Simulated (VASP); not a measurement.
A run of VASP 6.6.1 is set up as follows.

The input INCAR:

```
  PREC = Accurate
  ENCUT = 600
  EDIFF = 1E-6
  ISMEAR = 0
  SIGMA = 0.1
  LREAL = False
  LASPH = True
  NELM = 100
  ALGO = Normal
  ISIF = 4
  LWAVE = False
  LCHARG = False
  GGA = PE
  IBRION = 2
  NSW = 50
  EDIFFG = -0.01
```

Contents of KPOINTS:

```
Automatic mesh
0
Gamma
  12 12 4
```

Contents of POSCAR:

```
Ag3Os
1.0
    2.6948575652      0.0000000000      0.0000000000
   -1.3474287826      2.3338151110      0.0000000000
    0.0000000000      0.0000000000      9.2780595125
Ag Os
3 1
Direct
    0.0000000000      0.0000000000      0.0000000000
    0.6666666667      0.3333333333      0.7485629135
    0.6666666667      0.3333333333      0.2514370865
    0.0000000000      0.0000000000      0.5000000000
```

Potentials or basis: VASP PAW PBE potentials, release 64 (Ag, Os).

Run with:

```console
$ cat potpaw_PBE.64/Ag/POTCAR potpaw_PBE.64/Os/POTCAR > POTCAR
$ mpirun -np 1 vasp_std > vasp.out
```

Problem. Estimate the band gap on the k mesh.

Solution. Zero (an odd number of electrons rules out a gap without spin polarisation).

Final structure:
```
Ag Os
1.0
     2.69924    0.00000    0.00000
    -1.34962    2.33761    0.00000
     0.00000    0.00000    9.24799
Ag Os
3 1
Direct
  0.00000 0.00000 0.00000
  0.66667 0.33333 0.74936
  0.66667 0.33333 0.25064
  0.00000 0.00000 0.50000
```

Caveat: spin-orbit coupling is left out, which moves the levels of the heavy elements.
